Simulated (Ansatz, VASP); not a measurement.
**Al2Cu in VASP and in Ansatz**

Contents of INCAR:

```
PREC = Accurate
ENCUT = 520
EDIFF = 1E-6
ISMEAR = 0
SIGMA = 0.15
LREAL = F
LASPH = T
NELM = 60
ALGO = Fast
ISIF = 2
LWAVE = F
LCHARG = F
NBANDS = 16
```

KPOINTS

```
regular mesh
0
Gamma
  14 14 14
```

File POSCAR:

```
Al2Cu
1.0
   -2.1450084207      2.1450084207      2.8351068677
    2.1450084207     -2.1450084207      2.8351068677
    2.1450084207      2.1450084207     -2.8351068677
Al Cu
2 1
Direct
    0.7500000000      0.2500000000      0.5000000000
    0.2500000000      0.7500000000      0.5000000000
    0.5000000000      0.5000000000      0.0000000000
```

Input for Ansatz:

```yaml
crystal:
  lattice:
    - [-2.1450084207, 2.1450084207, 2.8351068677]
    - [2.1450084207, -2.1450084207, 2.8351068677]
    - [2.1450084207, 2.1450084207, -2.8351068677]
  atoms:
    - { symbol: Al, position: [0.75, 0.25, 0.5] }
    - { symbol: Al, position: [0.25, 0.75, 0.5] }
    - { symbol: Cu, position: [0.5, 0.5, 0.0] }
basis:
  ecutwfc: 520.0
kpoints:
  mp_grid: { grid: [14, 14, 14] }
hamiltonian:
  xc: lda
  pseudopotentials: { kind: paw, azcp: { folder: soft_1 } }
scf:
  occupations: { method: gaussian, width: 0.15 }
output:
  forces: true
  stress: true
  eigenvalues: true
```

Alike in both runs: task single point; functional LDA; k mesh 14 × 14 × 14; occupations gaussian, width 0.15 eV; no spin polarisation.

|  | VASP | Ansatz |
| --- | --- | --- |
| version | VASP 6.6.1 | Ansatz 0.2.0 |
| potentials or method | VASP PAW LDA potentials, release 64 (Al, Cu), cutoff 520 eV | scalar-relativistic, plane waves, PAW |
| valence electrons in the cell | 17 | 25 |

VASP gave:

* gap on the k mesh at the Fermi level (eV): none
* pressure (GPa): -10.4
* traceless stress, the component that is largest in VASP (GPa): 3.52

Which values does Ansatz return?

gap on the k mesh at the Fermi level (eV): none; pressure (GPa): -10.7; traceless stress, the component that is largest in VASP (GPa): 3.57.

Ansatz warns that its potentials were made for another functional, while VASP's fit it. LDA's correlation is that of Perdew and Zunger in VASP and of Perdew and Wang (1992) in Ansatz. A gap of «none» marks a metal or a gap that the smearing closes. VASP's potentials hold 17 valence electrons a cell and Ansatz's 25, so a difference there can come from the potentials and not from the codes.
